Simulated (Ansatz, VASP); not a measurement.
**One calculation of CsCl, two programs**

```
CELL_PARAMETERS angstrom
4.21395 0.00000 0.00000
0.00000 4.21395 0.00000
0.00000 0.00000 4.21395
ATOMIC_POSITIONS crystal
Cs 0.00000 0.00000 0.00000
Cl 0.50000 0.50000 0.50000
```

Alike in both runs: task single point; functional HSE06; k mesh 4 × 4 × 4; occupations fermi-dirac, width 0.05 eV; no spin polarisation.

|  | VASP | Ansatz |
| --- | --- | --- |
| version | VASP 6.6.1 | Ansatz 0.2.0 development build |
| potentials or method | VASP PAW PBE potentials, release 64 (Cs_sv, Cl), cutoff 400 eV | plane waves, all-electron PAW datasets generated for the crystal |

VASP gave:

* gap on the k mesh at the Fermi level (eV): 6.27

Question: What did Ansatz give for the same quantities?

Answer: gap on the k mesh at the Fermi level (eV): 6.28.

Ansatz ran all-electron here, and VASP with PAW potentials.

Neither program's run includes spin-orbit coupling.
